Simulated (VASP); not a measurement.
# KF (Fm-3m) in VASP: notebook

The runs below take KF through single point, with BLYP, PBE+U.

All numbers are computed with VASP 6.6.1; they aren't measurements. Logs are shortened: lines on timing, memory, paths and dates and some standing lists are left out, and cuts for length are marked.

## Step 1: The cell of the first run

It takes space group Fm-3m (No. 225, cubic). Conventional cell: a = 5.309 Å, b = 5.309 Å, c = 5.309 Å, α = 90.00°, β = 90.00°, γ = 90.00°. K (site symmetry m-3m) has 6 F at 2.65 Å within 3.5 Å. F (site symmetry m-3m) has 6 K at 2.65 Å within 3.5 Å.

## Step 2: Single point, BLYP

The input, INCAR:

```
SYSTEM = KF
PREC = Accurate
ENCUT = 600
EDIFF = 1E-6
ISMEAR = 0
SIGMA = 0.1
LREAL = .FALSE.
LASPH = .TRUE.
NELM = 120
ALGO = Normal
ISIF = 2
LWAVE = .FALSE.
LCHARG = .FALSE.
GGA = B5
ALDAX = 1.0
AGGAX = 1.0
AGGAC = 1.0
ALDAC = 0.0
NBANDS = 15
GGA_COMPAT = .FALSE.
```

The input, KPOINTS:

```
regular mesh
0
G
  6 6 6
  0 0 0
```

The input, POSCAR:

```
KF
1.0
    0.0000000000      2.6544134050      2.6544134050
    2.6544134050      0.0000000000      2.6544134050
    2.6544134050      2.6544134050      0.0000000000
K F
1 1
Direct
    0.0000000000      0.0000000000      0.0000000000
    0.5000000000      0.5000000000      0.5000000000
```

Potentials or basis: VASP PAW PBE potentials, release 64 (K_sv, F).

The run is started by

```
> cat potpaw_PBE.64/K_sv/POTCAR potpaw_PBE.64/F/POTCAR > POTCAR
> mpirun -np 1 vasp_std > vasp.out
```

OUTCAR:

```text
SYSTEM = KF
   PREC = Accurate
   ENCUT = 600
   EDIFF = 1E-6
   ISMEAR = 0
   LREAL = .FALSE.
   LASPH = .TRUE.
   NELM = 120
   ISIF = 2
   GGA = B5

 ion  position               nearest neighbor table
   1  0.000  0.000  0.000-   2 2.65   2 2.65   2 2.65   2 2.65   2 2.65   2 2.65
   2  0.500  0.500  0.500-   1 2.65   1 2.65   1 2.65   1 2.65   1 2.65   1 2.65

  LATTYP: Found a face centered cubic cell.
 ALAT       =     5.3088268100

  Lattice vectors:

 A1 = (   0.0000000000,   2.6544134050,   2.6544134050)
 A2 = (   2.6544134050,   0.0000000000,   2.6544134050)
 A3 = (   2.6544134050,   2.6544134050,   0.0000000000)

Analysis of symmetry for initial positions (statically):
=====================================================================
 Subroutine PRICEL returns:
 Original cell was already a primitive cell.

 Routine SETGRP: Setting up the symmetry group for a
 face centered cubic supercell.

 Subroutine GETGRP returns: Found 48 space group operations
 (whereof 48 operations were pure point group operations)
 out of a pool of 48 trial point group operations.

The static configuration has the point symmetry O_h .

Analysis of symmetry for dynamics (positions and initial velocities):
=====================================================================
 Subroutine PRICEL returns:
 Original cell was already a primitive cell.

 Routine SETGRP: Setting up the symmetry group for a
 face centered cubic supercell.

 Subroutine GETGRP returns: Found 48 space group operations
 (whereof 48 operations were pure point group operations)
 out of a pool of 48 trial point group operations.

The dynamic configuration has the point symmetry O_h .

 Subroutine INISYM returns: Found 48 space group operations
 (whereof 48 operations are pure point group operations),
 and found     1 'primitive' translations

----------------------------------------------------------------------------------------

                                     Primitive cell

  volume of cell :      37.4055

  direct lattice vectors                    reciprocal lattice vectors
     0.000000000  2.654413405  2.654413405    -0.188365535  0.188365535  0.188365535
     2.654413405  0.000000000  2.654413405     0.188365535 -0.188365535  0.188365535
     2.654413405  2.654413405  0.000000000     0.188365535  0.188365535 -0.188365535

  length of vectors
     3.753907437  3.753907437  3.753907437     0.326258676  0.326258676  0.326258676

  position of ions in fractional coordinates (direct lattice)
     0.000000000  0.000000000  0.000000000
     0.500000000  0.500000000  0.500000000

  ion indices of the primitive-cell ions
   primitive index   ion index
                 1           1
                 2           2
[... 77 lines left out ...]
   EFERMI =   0.00;   METHOD = LEGACY
   ISMEAR =     0;   SIGMA  =   0.10  broadening in eV -4-tet -1-fermi 0-gaus
   EFERMI_NEDOS =   21; number of points for ismear=-14 and -15
   IALGO  =     38    algorithm
   IMIX   =      4    mixing-type and parameters
     AMIX     =   0.40;   BMIX     =  1.00
     AMIX_MAG =   1.60;   BMIX_MAG =  1.00
  volume/ion in A,a.u.               =      18.70       126.21
  Fermi-wavevector in a.u.,A,eV,Ry     =   1.233492  2.330962 20.701292  1.521502
  Thomas-Fermi vector in A             =   2.368220
   LORBIT       =      0    0 simple, 1 ext, 2 COOP (PROOUT), +10 PAW based schemes
   GGA     = B5    functional components
   LHFCALC =     F    Hartree Fock is set to
   AEXX    =    0.0000 exact exchange contribution
   IVDW    =     0    specifies the selected vdW correction
   LEPSILON=     F    determine dielectric tensor
   LRPA    =     F    only Hartree local field effects (RPA)
 non-spin polarized calculation
 Gauss-broadening in eV      SIGMA  =   0.10
  energy-cutoff  :      600.00
  volume of cell :       37.41
 maximum number of plane-waves:      1272
 NGX is ok and might be reduce to    30
   NGX = 15   NGY = 15   NGZ = 15

 number of electron      16.0000003 magnetization

 Free energy of the ion-electron system (eV)
  ---------------------------------------------------
  ext. energy  EPLUGINS =         0.00000000
  ---------------------------------------------------
  free energy    TOTEN  =        -8.10214315 eV

  energy without entropy =       -8.10214315  energy(sigma->0) =       -8.10214315

 E-fermi :  -2.1955     XC(G=0):  -8.3287

 val. band max:       -2.6184601111   @ k =   0.0000   0.0000   0.0000
 cond. band min:       3.7049000058   @ k =   0.0000   0.0000   0.0000
 fundamental gap:      6.3233601169
 Fermi energy:        -2.1955095804

 k-point     1 :       0.0000    0.0000    0.0000
  band No.  band energies     occupation
      1     -28.5524      2.00000
      2     -21.1500      2.00000
      3     -11.8586      2.00000
      4     -11.8586      2.00000
      5     -11.8586      2.00000
      6      -2.6185      2.00000
      7      -2.6185      2.00000
      8      -2.6185      2.00000
      9       3.7049      0.00000
     10       8.1138      0.00000
     11       8.1138      0.00000
     12       8.1138      0.00000
     13       9.8309      0.00000
     14       9.8309      0.00000
[... 257 lines left out ...]
      2     -21.1926      2.00000
      3     -12.3663      2.00000
      4     -12.1803      2.00000
      5     -11.9833      2.00000
      6      -2.9476      2.00000
      7      -2.7981      2.00000
      8      -2.7292      2.00000
      9       6.4147      0.00000
     10       8.1687      0.00000
     11       8.4403      0.00000
     12      11.0409      0.00000
     13      11.7402      0.00000
     14      12.6121      0.00000
     15      12.9095      0.00000

------------------------ aborting loop because EDIFF is reached ----------------------------------------

  FORCE on cell =-STRESS in cart. coord.  units (eV):
  Direction    XX          YY          ZZ          XY          YZ          ZX
  --------------------------------------------------------------------------------------
  -------------------------------------------------------------------------------------
  Total        0.6919070      0.6919070      0.6919070      0.0000000     -0.0000000     -0.0000000
  in kB       29.6362086     29.6362086     29.6362086      0.0000000     -0.0000000     -0.0000000
  external PRESSURE =      29.6362086 kB  Pullay stress =       0.0000000 kB

 VOLUME and BASIS-vectors are now :
 -----------------------------------------------------------------------------
  energy-cutoff  :      600.00
  volume of cell :       37.41
      direct lattice vectors                 reciprocal lattice vectors
     0.000000000  2.654413405  2.654413405    -0.188365535  0.188365535  0.188365535
     2.654413405  0.000000000  2.654413405     0.188365535 -0.188365535  0.188365535
     2.654413405  2.654413405  0.000000000     0.188365535  0.188365535 -0.188365535

 POSITION                                       TOTAL-FORCE (eV/Angst)
 -----------------------------------------------------------------------------------
      0.00000      0.00000      0.00000         0.000000      0.000000     -0.000000
      2.65441      2.65441      2.65441         0.000000     -0.000000      0.000000
 -----------------------------------------------------------------------------------
    total drift:                                0.000000      0.000000      0.000000

  FREE ENERGIE OF THE ION-ELECTRON SYSTEM (eV)
  ---------------------------------------------------
  free  energy   TOTEN  =        -8.1021431530 eV

  energy  without entropy=       -8.1021431530  energy(sigma->0) =       -8.10214315
```

Run time: 20 s. Hardware: 1 thread of Intel Xeon Platinum 8259CL at 2.50GHz (Skylake/Cascade Lake), shared host; peak memory 0.16 GiB.

Results:

- Free energy: -8.1021 eV
- Pressure: 3.0 GPa
- Band gap on the k mesh: 6.32 eV

Caveat: the PAW data sets were made with another functional, which shifts forces and pressure a little.

## Step 3: Single point, PBE+U

The input, INCAR:

```
SYSTEM = KF
ALGO = Normal
EDIFF = 1E-6
ENCUT = 600
GGA = PE
GGA_COMPAT = .FALSE.
ISIF = 2
ISMEAR = 1
LASPH = .TRUE.
LCHARG = .FALSE.
LDAU = .TRUE.
LDAUJ = 0 0
LDAUL = -1 1
LDAUPRINT = 1
LDAUTYPE = 2
LDAUU = 0 4.2
LREAL = .FALSE.
LWAVE = .FALSE.
NBANDS = 15
NELM = 200
PREC = Accurate
SIGMA = 0.26
```

The input, KPOINTS:

```
k-points
0
G
  8 8 8
  0 0 0
```

POSCAR is that of step 2.

Potentials or basis: VASP PAW PBE potentials, release 64 (K_sv, F).

The run is started by

```
> cat potpaw_PBE.64/K_sv/POTCAR potpaw_PBE.64/F/POTCAR > POTCAR
> mpirun -np 1 vasp_std > vasp.out
```

It took 10 s on 1 thread of Intel Xeon 6975P-C (Granite Rapids), shared host; peak memory 0.17 GiB.

Results (log left out):

- Free energy: -5.8164 eV
- Pressure: 1.2 GPa
- Band gap on the k mesh: 6.67 eV

Levels at points of the mesh, in eV from the valence-band top:
```
           k point  band 6  band 7  band 8  band 9  band 10  band 11
(0.00, 0.00, 0.00)    0.00    0.00    0.00    6.67    11.06    11.06
(0.50, 0.00, 0.00)   -0.76   -0.35   -0.35    9.42    11.14    12.46
(0.50, 0.50, 0.00)   -0.18   -0.04   -0.04    8.56    10.80    12.27
```

A k mesh can miss the band edges.

## Step 4: Single point, PBE+U

The input, INCAR:

```
ALGO = Normal ; EDIFF = 1E-6
ENCUT = 600 ; GGA = PE
GGA_COMPAT = False ; ISIF = 2
ISMEAR = 0 ; LASPH = True
LCHARG = True ; LDAU = True
LDAUJ = 0 0 ; LDAUL = -1 1
LDAUPRINT = 1 ; LDAUTYPE = 2
LDAUU = 0 1.8 ; LELF = True
LREAL = False ; LVHAR = True
LWAVE = False ; NBANDS = 15
NELM = 200 ; PREC = Accurate
SIGMA = 0.1
```

The input, KPOINTS:

```
Automatic mesh
0
Gamma
  1 1 1
  0 0 0.5
```

POSCAR is that of step 3.

The run is started by

```
> cat potpaw_PBE.64/K_sv/POTCAR potpaw_PBE.64/F/POTCAR > POTCAR
> mpirun -np 1 vasp_std > vasp.out
```

Wall time 4.7 s (1 thread of Intel Xeon Platinum 8259CL at 2.50GHz (Skylake/Cascade Lake), shared host); peak memory 0.15 GiB.

It converged, with:

```
Free energy : -8.1139 eV
Pressure    : -6.8 GPa
```

Levels at points of the mesh, in eV from the Fermi level:
```
           k point  band 4  band 5  band 6  band 7  band 8  band 9  band 10  band 11  band 12  band 13
(0.00, 0.00, 0.50)   -9.04   -9.04   -0.98   -0.58   -0.58    9.37    11.07    12.45    12.45    14.73
```

Caveat: the k points lie up to 2.05 Å⁻¹ apart.

## Step 5: Overview

| level | U | k mesh | smearing | gap on the mesh (eV) | pressure (GPa) |
| --- | --- | --- | --- | --- | --- |
| BLYP | - | 6 × 6 × 6 | gaussian 0.1 eV | 6.32 | 3.0 |
| PBE+U | F p U = 4.2 eV | 8 × 8 × 8 | methfessel-paxton 0.26 eV | 6.67 | 1.2 |
| PBE+U | F p U = 1.8 eV | 1 × 1 × 1, shifted | gaussian 0.1 eV | - | -6.8 |

Alike in all rows: task single point; potentials or basis VASP PAW PBE potentials, release 64 (K_sv, F); no spin polarisation; cell as given; cutoff (eV) 600.

Caveats: some runs use coarse meshes; the PAW data sets were made with another functional, which shifts forces and pressure a little (at least some runs).

Absolute energies hang on the potentials; compare differences alone.
